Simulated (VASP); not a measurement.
A run of VASP 6.6.1:

INCAR

```
ALGO = Normal ; EDIFF = 1E-7
ENCUT = 520 ; GGA = RE
ISIF = 2 ; ISMEAR = -1
LASPH = T ; LCHARG = F
LREAL = F ; LWAVE = F
NBANDS = 16 ; NELM = 60
PREC = Accurate ; SIGMA = 0.05
```

The input KPOINTS:

```
k-points
0
Gamma
  5 5 3
```

The input POSCAR:

```
NaLa
1.0
    3.6062507687      0.0000000000      0.0000000000
   -1.8031253843      3.1231047781      0.0000000000
    0.0000000000      0.0000000000      6.4837820000
La Na
1 1
Direct
    0.3333333333      0.6666666667      0.5000000000
    0.0000000000      0.0000000000      0.0000000000
```

Potentials or basis: VASP PAW PBE potentials, release 64 (La, Na_pv).

Command:

```bash
$ cat potpaw_PBE.64/La/POTCAR potpaw_PBE.64/Na_pv/POTCAR > POTCAR
$ mpirun -np 1 vasp_std > vasp.out
```

Hardware: 1 thread of AMD EPYC 7R13, with other jobs on the host.

How long does it take, and how much memory?

Wall time 40 s on 1 thread of AMD EPYC 7R13, on a shared host, peak memory 0.16 GiB. Counts: scf iterations 14, k points 10.
